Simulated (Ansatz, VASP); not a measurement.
NaH: VASP beside Ansatz

```
CELL_PARAMETERS angstrom
3.31916 0.00000 0.00000
-1.65958 2.87448 0.00000
0.00000 0.00000 5.83095
ATOMIC_POSITIONS crystal
Na 0.00000 0.00000 0.00000
Na 0.00000 0.00000 0.50000
H 0.33333 0.66667 0.25000
H 0.66667 0.33333 0.75000
```

Alike in both runs: task single point; functional r2SCAN; k mesh 6 × 6 × 4; no spin polarisation.

```csv
,VASP,Ansatz
version,VASP 6.6.1,Ansatz 0.2.0
potentials or method,"VASP PAW PBE potentials, release 64 (Na_pv, H)","plane waves, PAW"
plane-wave cutoff (eV),520,500
occupations,"gaussian, width 0.01 eV",fixed
valence electrons in the cell,16,20
```

Ansatz gave:

```
gap on the k mesh at the Fermi level (eV) : 4.04
```

Task: Estimate VASP's values.

Result: gap on the k mesh at the Fermi level (eV): 4.06.

VASP's potentials were made for PBE, not for r2SCAN. VASP's potentials hold 16 valence electrons a cell and Ansatz's 20, so a difference there can come from the potentials and not from the codes.
